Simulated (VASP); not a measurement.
Write the native input for VASP 6.6.1 that does the following.

| Property | Result |
| --- | --- |
| Task | single point |
| Functional | PBEsol |
| Potentials or basis | VASP PAW PBE potentials, release 64 (H) |
| Cutoff | 520 eV |
| k mesh | 10 × 10 × 10 |
| Occupations | gaussian, width 0.02 eV |
| Spin | no spin polarisation |
| Dipole correction | no |
| Further INCAR settings | ALGO = Normal; EDIFF = 1e-07; NBANDS = 8 |

The structure of H lies in POSCAR:

```
H
1.0
   -1.7611197091      1.7423819962      2.1017407083
    1.7530093216     -1.7423819962      2.0950760625
    1.7611197091      1.7423819962     -2.1017407083
H
2
Direct
    0.9033039660      0.8596897379     -0.0436142281
    0.0966960340      0.1403102621      0.0436142281
```

This cell differs from its parent crystal: strained and its atoms moved.

These files were run (other wordings do the same):

INCAR

```
SYSTEM = H
  ALGO = Normal
  EDIFF = 1E-7
  ENCUT = 520
  GGA = PS
  ISIF = 2
  ISMEAR = 0
  LASPH = .TRUE.
  LCHARG = .TRUE.
  LELF = .TRUE.
  LREAL = .FALSE.
  LVHAR = .TRUE.
  LWAVE = .FALSE.
  NBANDS = 8
  NELM = 100
  PREC = Accurate
  SIGMA = 0.02
```

KPOINTS

```
k-points
0
G
  10 10 10
  0 0 0
```

Potentials or basis: VASP PAW PBE potentials, release 64 (H).

Command:

```sh
$ cat potpaw_PBE.64/H/POTCAR > POTCAR
$ mpirun -np 1 vasp_std > vasp.out
```

Results of the run:

| Quantity | Value |
| --- | --- |
| Pressure | -4.7 GPa |
| Largest force | 2.545 eV/Å |
| Band gap on the k mesh | 6.83 eV, indirect (least direct gap 7.54 eV) |

Caveat: the cell differs from its parent crystal (strained and its atoms moved); the PAW data sets were made with another functional, which shifts forces and pressure a little.

Wall time 65 s on 1 thread of AMD EPYC 7R43 64-Core Processor (Zen 3), with other jobs on the host, peak memory 0.13 GiB.
